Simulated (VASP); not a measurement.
# K (Im-3m) in VASP: further runs

The runs below take K through relaxation of cell and atoms, with BLYP, PBE, PBE+D3(BJ).

All numbers are computed with VASP 6.6.1; they aren't measurements. Logs are shortened: lines on timing, memory, paths and dates and some standing lists are left out, and cuts for length are marked.

## 1. The cell of the first run

It takes space group Im-3m (No. 229, cubic). Conventional cell: a = 5.395 Å, b = 5.395 Å, c = 5.395 Å, α = 90.00°, β = 90.00°, γ = 90.00°.

## 2. Relaxation of cell and atoms, BLYP

INCAR reads:

```
SYSTEM = K
PREC = Accurate
ENCUT = 600
EDIFF = 1E-6
ISMEAR = -1
SIGMA = 0.05
LREAL = .False.
LASPH = .True.
NELM = 60
ALGO = Fast
ISIF = 3
LWAVE = .False.
LCHARG = .False.
GGA = B5
ALDAX = 1.0
AGGAX = 1.0
AGGAC = 1.0
ALDAC = 0.0
IBRION = 2
NSW = 60
EDIFFG = -0.01
```

KPOINTS reads:

```
Automatic mesh
0
Gamma
  7 7 7
  0 0 0
```

POSCAR reads:

```
K
1.0
   -2.6975585167      2.6975585167      2.6975585167
    2.6975585167     -2.6975585167      2.6975585167
    2.6975585167      2.6975585167     -2.6975585167
K
1
Direct
    0.0000000000      0.0000000000      0.0000000000
```

Potentials or basis: VASP PAW PBE potentials, release 64 (K_sv).

Launch:

```
$ cat potpaw_PBE.64/K_sv/POTCAR > POTCAR
$ mpirun -np 1 vasp_std > vasp.out
```

OUTCAR:

```text
SYSTEM = K
   PREC = Accurate
   ENCUT = 600
   EDIFF = 1E-6
   ISMEAR = -1
   LREAL = .False.
   LASPH = .True.
   NELM = 60
   ISIF = 3
   GGA = B5
   IBRION = 2
   NSW = 60
   EDIFFG = -0.01

 ion  position               nearest neighbor table
   1  0.000  0.000  0.000-

  LATTYP: Found a body centered cubic cell.
 ALAT       =     5.3951170334

  Lattice vectors:

 A1 = (  -2.6975585167,   2.6975585167,   2.6975585167)
 A2 = (   2.6975585167,  -2.6975585167,   2.6975585167)
 A3 = (   2.6975585167,   2.6975585167,  -2.6975585167)

Analysis of symmetry for initial positions (statically):
=====================================================================
 Subroutine PRICEL returns:
 Original cell was already a primitive cell.

 Routine SETGRP: Setting up the symmetry group for a
 body centered cubic supercell.

 Subroutine GETGRP returns: Found 48 space group operations
 (whereof 48 operations were pure point group operations)
 out of a pool of 48 trial point group operations.

The static configuration has the point symmetry O_h .

Analysis of symmetry for dynamics (positions and initial velocities):
=====================================================================
 Subroutine PRICEL returns:
 Original cell was already a primitive cell.

 Routine SETGRP: Setting up the symmetry group for a
 body centered cubic supercell.

 Subroutine GETGRP returns: Found 48 space group operations
 (whereof 48 operations were pure point group operations)
 out of a pool of 48 trial point group operations.

The dynamic configuration has the point symmetry O_h .

 Subroutine INISYM returns: Found 48 space group operations
 (whereof 48 operations are pure point group operations),
 and found     1 'primitive' translations

----------------------------------------------------------------------------------------

                                     Primitive cell

  volume of cell :      78.5186

  direct lattice vectors                    reciprocal lattice vectors
    -2.697558517  2.697558517  2.697558517     0.000000000  0.185352791  0.185352791
     2.697558517 -2.697558517  2.697558517     0.185352791  0.000000000  0.185352791
     2.697558517  2.697558517 -2.697558517     0.185352791  0.185352791  0.000000000

  length of vectors
     4.672308407  4.672308407  4.672308407     0.262128431  0.262128431  0.262128431

  position of ions in fractional coordinates (direct lattice)
     0.000000000  0.000000000  0.000000000

  ion indices of the primitive-cell ions
   primitive index   ion index
                 1           1

----------------------------------------------------------------------------------------

 KPOINTS: Automatic mesh

Automatic generation of k-mesh.
 Grid dimensions read from file:
 generate k-points for:    7    7    7

 Generating k-lattice:

  Cartesian coordinates                     Fractional coordinates (reciprocal lattice)
     0.000000000  0.026478970  0.026478970     0.142857143  0.000000000  0.000000000
     0.026478970  0.000000000  0.026478970     0.000000000  0.142857143  0.000000000
     0.026478970  0.026478970  0.000000000     0.000000000  0.000000000  0.142857143

  Length of vectors
     0.037446919  0.037446919  0.037446919

  Shift w.r.t. Gamma in fractional coordinates (k-lattice)
     0.000000000  0.000000000  0.000000000

 Subroutine IBZKPT returns following result:
 ===========================================

 Found     20 irreducible k-points:

 Following reciprocal coordinates:
            Coordinates               Weight
  0.000000  0.000000  0.000000      1.000000
  0.142857  0.000000  0.000000     12.000000
  0.285714  0.000000  0.000000     12.000000
  0.428571  0.000000  0.000000     12.000000
  0.142857  0.142857  0.000000     24.000000
  0.285714  0.142857 -0.000000     48.000000
[... 12 lines left out ...]
 -0.428571 -0.428571  0.285714      8.000000
 -0.428571  0.428571  0.428571      6.000000
   k-points           NKPTS =     20   k-points in BZ     NKDIM =     20   number of bands    NBANDS=      8
   number of dos      NEDOS =    301   number of ions     NIONS =      1
   total plane-waves  NPLWV =  64000
   dimension x,y,z NGX =    40 NGY =   40 NGZ =   40
   dimension x,y,z NGXF=    80 NGYF=   80 NGZF=   80
   ions per type =               1
   NGX,Y,Z   is equivalent  to a cutoff of  14.23, 14.23, 14.23 a.u.
   NGXF,Y,Z  is equivalent  to a cutoff of  28.46, 28.46, 28.46 a.u.
 SYSTEM =  K
   PREC   = accura    normal or accurate (medium, high low for compatibility)
   ISTART =      0    job   : 0-new  1-cont  2-samecut
   ICHARG =      2    charge: 1-file 2-atom 10-const
   ISPIN  =      1    spin polarized calculation?
   LNONCOLLINEAR =      F non collinear calculations
   LSORBIT =      F    spin-orbit coupling
   LASPH  =      T    aspherical Exc in radial PAW
   ENCUT  =  600.0 eV  44.10 Ry    6.64 a.u.   9.33  9.33  9.33*2*pi/ulx,y,z
   NELM   =     60;   NELMIN=  2; NELMDL= -5     # of ELM steps
   EDIFF  = 0.1E-05   stopping-criterion for ELM
   LREAL  =      F    real-space projection
   EDIFFG = -.1E-01   stopping-criterion for IOM
   NSW    =     60    number of steps for IOM
   IBRION =      2    ionic relax: 0-MD 1-quasi-New 2-CG
   NFREE  =      1    steps in history (QN), initial steepest desc. (CG)
   ISIF   =      3    stress and relaxation
   ISYM   =      2    0-nonsym 1-usesym 2-fastsym
   POTIM  = 0.5000    time-step for ionic-motion
   TEBEG  =    0.0;   TEEND  =   0.0 temperature during run
   PSTRESS=    0.0 pullay stress
   NELECT =       9.0000    total number of electrons
   NUPDOWN=      -1.0000    fix difference up-down
   EMIN   =  10.00;   EMAX   =-10.00  energy-range for DOS
   EFERMI =   0.00;   METHOD = LEGACY
   ISMEAR =    -1;   SIGMA  =   0.05  broadening in eV -4-tet -1-fermi 0-gaus
   EFERMI_NEDOS =   21; number of points for ismear=-14 and -15
   IALGO  =     68    algorithm
   IMIX   =      4    mixing-type and parameters
     AMIX     =   0.40;   BMIX     =  1.00
     AMIX_MAG =   1.60;   BMIX_MAG =  1.00
  volume/ion in A,a.u.               =      78.52       529.87
  Fermi-wavevector in a.u.,A,eV,Ry     =   0.795240  1.502785  8.604411  0.632406
  Thomas-Fermi vector in A             =   1.901529
   LORBIT       =      0    0 simple, 1 ext, 2 COOP (PROOUT), +10 PAW based schemes
   GGA     = B5    functional components
   LHFCALC =     F    Hartree Fock is set to
   AEXX    =    0.0000 exact exchange contribution
   IVDW    =     0    specifies the selected vdW correction
   LEPSILON=     F    determine dielectric tensor
   LRPA    =     F    only Hartree local field effects (RPA)
 conjugate gradient relaxation of ions
 non-spin polarized calculation
 RMM-DIIS sequential band-by-band and
  energy-cutoff  :      600.00
  volume of cell :       78.52
 maximum number of plane-waves:      2659
 NGX is ok and might be reduce to    40
   NGX = 19   NGY = 19   NGZ = 19

--------------------------------------- Ionic step        1  -------------------------------------------

 number of electron       9.0000001 magnetization

 Free energy of the ion-electron system (eV)
  ---------------------------------------------------
  ext. energy  EPLUGINS =         0.00000000
  ---------------------------------------------------
  free energy    TOTEN  =        -0.70700164 eV

  energy without entropy =       -0.69981300  energy(sigma->0) =       -0.70340732

------------------------ aborting loop because EDIFF is reached ----------------------------------------

  FORCE on cell =-STRESS in cart. coord.  units (eV):
  Direction    XX          YY          ZZ          XY          YZ          ZX
  --------------------------------------------------------------------------------------
  -------------------------------------------------------------------------------------
  Total       -0.0583228     -0.0583228     -0.0583228      0.0000000     -0.0000000     -0.0000000
  in kB       -1.1900799     -1.1900799     -1.1900799      0.0000000     -0.0000000     -0.0000000
  external PRESSURE =      -1.1900799 kB  Pullay stress =       0.0000000 kB

 VOLUME and BASIS-vectors are now :
 -----------------------------------------------------------------------------
  energy-cutoff  :      600.00
  volume of cell :       78.52
      direct lattice vectors                 reciprocal lattice vectors
    -2.697558517  2.697558517  2.697558517     0.000000000  0.185352791  0.185352791
     2.697558517 -2.697558517  2.697558517     0.185352791  0.000000000  0.185352791
     2.697558517  2.697558517 -2.697558517     0.185352791  0.185352791  0.000000000

 POSITION                                       TOTAL-FORCE (eV/Angst)
 -----------------------------------------------------------------------------------
      0.00000      0.00000      0.00000        -0.000000     -0.000000     -0.000000
 -----------------------------------------------------------------------------------
    total drift:                                0.000000      0.000000     -0.000000

  FREE ENERGIE OF THE ION-ELECTRON SYSTEM (eV)
  ---------------------------------------------------
  free  energy   TOTEN  =        -0.7070016437 eV

  energy  without entropy=       -0.6998129955  energy(sigma->0) =       -0.70340732
[... 120 lines left out ...]
 VOLUME and BASIS-vectors are now :
 -----------------------------------------------------------------------------
  energy-cutoff  :      600.00
  volume of cell :       75.16
      direct lattice vectors                 reciprocal lattice vectors
    -2.658482036  2.658482036  2.658482036     0.000000000  0.188077254  0.188077254
     2.658482036 -2.658482036  2.658482036     0.188077254  0.000000000  0.188077254
     2.658482036  2.658482036 -2.658482036     0.188077254  0.188077254  0.000000000

 POSITION                                       TOTAL-FORCE (eV/Angst)
 -----------------------------------------------------------------------------------
      0.00000      0.00000      0.00000        -0.000000      0.000000     -0.000000
 -----------------------------------------------------------------------------------
    total drift:                               -0.000000      0.000000     -0.000000

  FREE ENERGIE OF THE ION-ELECTRON SYSTEM (eV)
  ---------------------------------------------------
  free  energy   TOTEN  =        -0.7080442714 eV

  energy  without entropy=       -0.7009897725  energy(sigma->0) =       -0.70451702

--------------------------------------- Ionic step        6  -------------------------------------------

 number of electron       9.0000000 magnetization

 Free energy of the ion-electron system (eV)
  ---------------------------------------------------
  ext. energy  EPLUGINS =         0.00000000
  ---------------------------------------------------
  free energy    TOTEN  =        -0.70806753 eV

  energy without entropy =       -0.70100152  energy(sigma->0) =       -0.70453453

 E-fermi :   0.2396     XC(G=0):  -5.2095

 val. band max:        0.1772899913   @ k =  -0.2857   0.4286   0.1429
 cond. band min:       0.3696925688   @ k =  -0.4286   0.4286   0.1429
 fundamental gap:      0.1924025775
 Fermi energy:         0.2395830682

 k-point     1 :       0.0000    0.0000    0.0000
  band No.  band energies     occupation
      1     -32.0304      2.00000
      2     -15.5668      2.00000
      3     -15.5668      2.00000
      4     -15.5668      2.00000
      5      -1.8837      2.00000
      6       4.2640      0.00000
      7       4.2640      0.00000
      8       4.2640      0.00000

 k-point     2 :       0.1429    0.0000    0.0000
  band No.  band energies     occupation
      1     -32.0297      2.00000
      2     -15.5786      2.00000
      3     -15.5708      2.00000
      4     -15.5668      2.00000
      5      -1.6349      2.00000
      6       3.8948      0.00000
      7       4.0099      0.00000
      8       4.4597      0.00000

 k-point     3 :       0.2857    0.0000    0.0000
  band No.  band energies     occupation
      1     -32.0282      2.00000
      2     -15.6047      2.00000
      3     -15.5798      2.00000
      4     -15.5667      2.00000
      5      -0.9208      2.00000
      6       2.7850      0.00000
      7       3.5696      0.00000
      8       4.9912      0.00000
[... 198 lines left out ...]
 VOLUME and BASIS-vectors are now :
 -----------------------------------------------------------------------------
  energy-cutoff  :      600.00
  volume of cell :       75.45
      direct lattice vectors                 reciprocal lattice vectors
    -2.661923340  2.661923340  2.661923340     0.000000000  0.187834109  0.187834109
     2.661923340 -2.661923340  2.661923340     0.187834109  0.000000000  0.187834109
     2.661923340  2.661923340 -2.661923340     0.187834109  0.187834109  0.000000000

 POSITION                                       TOTAL-FORCE (eV/Angst)
 -----------------------------------------------------------------------------------
      0.00000      0.00000      0.00000         0.000000      0.000000     -0.000000
 -----------------------------------------------------------------------------------
    total drift:                                0.000000      0.000000     -0.000000

  FREE ENERGIE OF THE ION-ELECTRON SYSTEM (eV)
  ---------------------------------------------------
  free  energy   TOTEN  =        -0.7080675339 eV

  energy  without entropy=       -0.7010015181  energy(sigma->0) =       -0.70453453

 reached required accuracy - stopping structural energy minimisation
```

Wall time 1.9 min (1 thread of Intel Xeon 6975P-C (Granite Rapids), shared host); peak memory 0.24 GiB.

Results:

- Free energy: -0.7081 eV
- Relaxed volume: 75.45 Å³/atom
- Relaxed cell: a = 4.611 Å, b = 4.611 Å, c = 4.611 Å, α = 109.47°, β = 109.47°, γ = 109.47°
- Space group after relaxing (to 0.05 Å): Im-3m (No. 229)
- Energy gained by relaxing: 1.1 meV/atom
- Ionic steps: 6
- Pressure after relaxing: 0.0 GPa

The path:
| step | energy change (eV) | largest force (eV/Å) | pressure (GPa) | volume (Å³) |
| --- | --- | --- | --- | --- |
| 1 | 0.0000 | 0.0000 | -0.12 | 78.52 |
| 2 | -0.0004 | 0.0000 | -0.11 | 77.86 |
| 3 | -0.0011 | 0.0000 | -0.04 | 75.90 |
| 4 | 0.0007 | 0.0000 | 0.18 | 72.08 |
| 5 | -0.0010 | 0.0000 | 0.03 | 75.16 |
| 6 | -0.0011 | 0.0000 | -0.02 | 75.45 |

Final structure:
```
K
1.0
    -2.66192    2.66192    2.66192
     2.66192   -2.66192    2.66192
     2.66192    2.66192   -2.66192
K
1
Direct
  0.00000 0.00000 0.00000
```

Caveat: the PAW data sets were made with another functional, which shifts forces and pressure a little.

## 3. Relaxation of cell and atoms, PBE

INCAR reads:

```
SYSTEM = K
ALGO = Normal
EDIFF = 1E-6
EDIFFG = -0.01
ENCUT = 600
GGA = PE
IBRION = 2
ISIF = 3
ISMEAR = -1
LASPH = .True.
LCHARG = .False.
LREAL = .False.
LWAVE = .False.
NELM = 100
NSW = 60
PREC = Accurate
SIGMA = 0.05
```

KPOINTS reads:

```
k-points
0
Gamma
  7 7 7
  0 0 0
```

POSCAR is that of step 2.

Potentials or basis: VASP PAW PBE potentials, release 64 (K_sv).

Launch:

```
$ cat potpaw_PBE.64/K_sv/POTCAR > POTCAR
$ mpirun -np 1 vasp_std > vasp.out
```

Wall time 27 s (1 thread of Intel Xeon 6975P-C (Granite Rapids), shared host); peak memory 0.25 GiB.

It converged, with:

```
Free energy                            : -1.0525 eV
Relaxed volume                         : 73.74 Å³/atom
Relaxed cell                           : a = 4.576 Å, b = 4.576 Å, c = 4.576 Å, α = 109.47°, β = 109.47°, γ = 109.47°
Space group after relaxing (to 0.05 Å) : Im-3m (No. 229)
Energy gained by relaxing              : 3.2 meV/atom
Ionic steps                            : 5
Pressure after relaxing                : 0.0 GPa
```

Step by step:
```
step  energy change (eV)  largest force (eV/Å)  pressure (GPa)  volume (Å³)
   1              0.0000                0.0000           -0.20        78.52
   2             -0.0013                0.0000           -0.16        77.40
   3             -0.0028                0.0000           -0.08        75.48
   4             -0.0026                0.0000            0.10        71.74
   5             -0.0032                0.0000           -0.01        73.74
```

Final structure:
```xyz
1
Lattice="-2.6417 2.6417 2.6417 2.6417 -2.6417 2.6417 2.6417 2.6417 -2.6417" Properties=species:S:1:pos:R:3 pbc="T T T"
K     0.0000    0.0000    0.0000
```

Levels at points of the mesh, in eV from the Fermi level:
| k point | band 1 | band 2 | band 3 | band 4 | band 5 | band 6 | band 7 | band 8 |
| --- | --- | --- | --- | --- | --- | --- | --- | --- |
| (0.00, 0.00, 0.00) | -32.12 | -15.57 | -15.57 | -15.57 | -2.14 | 4.30 | 4.30 | 4.30 |

## 4. Relaxation of cell and atoms, PBE+D3(BJ)

INCAR reads:

```
PREC = Accurate
ENCUT = 600
EDIFF = 1E-6
ISMEAR = -1
SIGMA = 0.05
LREAL = False
LASPH = True
NELM = 80
ALGO = Normal
ISIF = 3
LWAVE = False
LCHARG = False
GGA = PE
IVDW = 12
IBRION = 2
NSW = 60
EDIFFG = -0.01
```

KPOINTS reads:

```
regular mesh
0
Gamma
  7 7 7
```

POSCAR is that of step 3.

Launch:

```
$ cat potpaw_PBE.64/K_sv/POTCAR > POTCAR
$ mpirun -np 1 vasp_std > vasp.out
```

Run time: 29 s. Hardware: 1 thread of Intel Xeon 6975P-C (Granite Rapids), shared host; peak memory 0.25 GiB.

It converged, with:

```yaml
Free_energy: -1.1699 eV
Relaxed_volume: 68.84 Å³/atom
Relaxed_cell: a = 4.472 Å, b = 4.472 Å, c = 4.472 Å, α = 109.47°, β = 109.47°, γ = 109.47°
Space_group_after_relaxing_to_0.05_Å: Im-3m (No. 229)
Energy_gained_by_relaxing: 14.6 meV/atom
Ionic_steps: 5
Pressure_after_relaxing: 0.0 GPa
Dispersion_energy_per_atom: -0.121 eV
```

The path:
| step | energy change (eV) | largest force (eV/Å) | pressure (GPa) | volume (Å³) |
| --- | --- | --- | --- | --- |
| 1 | 0.0000 | 0.0000 | -0.43 | 78.52 |
| 2 | -0.0059 | 0.0000 | -0.35 | 76.14 |
| 3 | -0.0126 | 0.0000 | -0.19 | 72.13 |
| 4 | -0.0110 | 0.0000 | 0.28 | 64.53 |
| 5 | -0.0146 | 0.0000 | -0.01 | 68.84 |

Final structure:
```cif
data_structure
_symmetry_space_group_name_H-M 'P 1'
_symmetry_Int_Tables_number 1
_cell_length_a 4.4719
_cell_length_b 4.4719
_cell_length_c 4.4719
_cell_angle_alpha 109.471
_cell_angle_beta 109.471
_cell_angle_gamma 109.471
_cell_volume 68.84
loop_
_atom_site_label
_atom_site_type_symbol
_atom_site_fract_x
_atom_site_fract_y
_atom_site_fract_z
_atom_site_occupancy
K1 K 0.00000 0.00000 0.00000 1
```

Levels at points of the mesh, in eV from the Fermi level:
```csv
k point,band 3,band 4,band 5,band 6,band 7,band 8
"(0.00, 0.00, 0.00)",-15.53,-15.53,-2.24,4.37,4.37,4.37
```

Caveat: pairwise dispersion overbinds metals, which lowers pressure and volume.

## 5. The runs side by side

```csv
level,gap on the mesh (eV),pressure (GPa),relaxed volume (Å³/atom)
BLYP,none,0.0,75.45
PBE,none,0.0,73.74
PBE+D3(BJ),none,0.0,68.84
```

Alike in all rows: task relaxation of cell and atoms; potentials or basis VASP PAW PBE potentials, release 64 (K_sv); no spin polarisation; cell relaxed; k mesh 7 × 7 × 7; cutoff (eV) 600; smearing fermi-dirac 0.05 eV.

Caveats: the PAW data sets were made with another functional, which shifts forces and pressure a little (some runs); pairwise dispersion overbinds metals, which lowers pressure and volume (some runs).

Absolute energies hang on the potentials; compare differences alone.
